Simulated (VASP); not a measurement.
B3C2, 5 atoms in the cell. Symmetry: P6/mmm, No. 191, hexagonal system. Conventional cell: a = 3.551 Å, b = 3.551 Å, c = 3.479 Å, α = 90.00°, β = 90.00°, γ = 120.00°. Within 2.4 Å of B (site symmetry mmm) lie 2 C at 1.78 Å and 4 B at 1.78 Å. Within 2.3 Å of C (site symmetry 6/mmm) lie 2 C at 1.74 Å and 6 B at 1.78 Å. C (site symmetry 6/mmm) has 2 C at 1.74 Å within 2.3 Å. 

```yaml
Program: VASP 6.6.1
Task: density of states
Functional: PBE
Potentials_or_basis: VASP PAW PBE potentials, release 64 (B, C)
Cutoff: 520 eV
k_mesh: 12 × 12 × 10
Occupations: gaussian, width 0.1 eV
Spin: no spin polarisation
Dipole_correction: no
k_mesh_for_the_DOS: 18 × 18 × 15
Occupations_for_the_DOS: tetrahedron
Further_INCAR_settings: ALGO = Normal; EDIFF = 1e-06; NBANDS = 16
```

Potentials or basis: VASP PAW PBE potentials, release 64 (B, C).

Command:

```bash
$ cat potpaw_PBE.64/B/POTCAR potpaw_PBE.64/C/POTCAR > POTCAR
$ cp INCAR.step1 INCAR
$ cp KPOINTS.step1 KPOINTS
$ mpirun -np 1 vasp_std > vasp.out
$ cp INCAR.step2 INCAR
$ cp KPOINTS.step2 KPOINTS
$ mpirun -np 1 vasp_std > vasp.out
```

Hardware: 1 thread of Oxide Virtual Turin-like Processor, on a shared host.

Question: Estimate the wall time of this run.

Answer: It took 3.4 min on 1 thread of Oxide Virtual Turin-like Processor (shared host), peak memory 0.23 GiB. Counts: k points 296.
